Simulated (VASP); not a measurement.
A run of VASP 6.6.1:

File INCAR:

```
SYSTEM = MoS2
PREC = Accurate
ENCUT = 520
EDIFF = 1E-7
ISMEAR = 1
SIGMA = 0.2
LREAL = .False.
LASPH = .True.
NELM = 60
ALGO = Normal
ISIF = 2
LWAVE = .False.
LCHARG = .False.
GGA = PS
NBANDS = 35
```

The input KPOINTS:

```
Automatic mesh
0
Gamma
  12 12 4
  0 0 0
```

File POSCAR:

```
MoS2
1.0
    3.3906985672      0.0000000000      0.0000000000
   -1.6953492836      2.9364310958      0.0000000000
    0.0000000000      0.0000000000     11.3093360011
Mo S
2 4
Direct
    0.3333333333      0.6666666667      0.2500000000
    0.6666666667      0.3333333333      0.7500000000
    0.3333333333      0.6666666667      0.6259932117
    0.6666666667      0.3333333333      0.1259932117
    0.3333333333      0.6666666667      0.8740067883
    0.6666666667      0.3333333333      0.3740067883
```

Potentials or basis: VASP PAW PBE potentials, release 64 (Mo_sv, S).

Launch:

```bash
$ cat potpaw_PBE.64/Mo_sv/POTCAR potpaw_PBE.64/S/POTCAR > POTCAR
$ mpirun -np 1 vasp_std > vasp.out
```

Hardware: 1 thread of Intel Xeon 8259CL, with other jobs on the host.

Problem. How long does it take, and how much memory?

Solution. It took 8.2 min on 1 thread of Intel Xeon 8259CL, on a shared host, peak memory 0.35 GiB. Counts: scf iterations 16, k points 57.
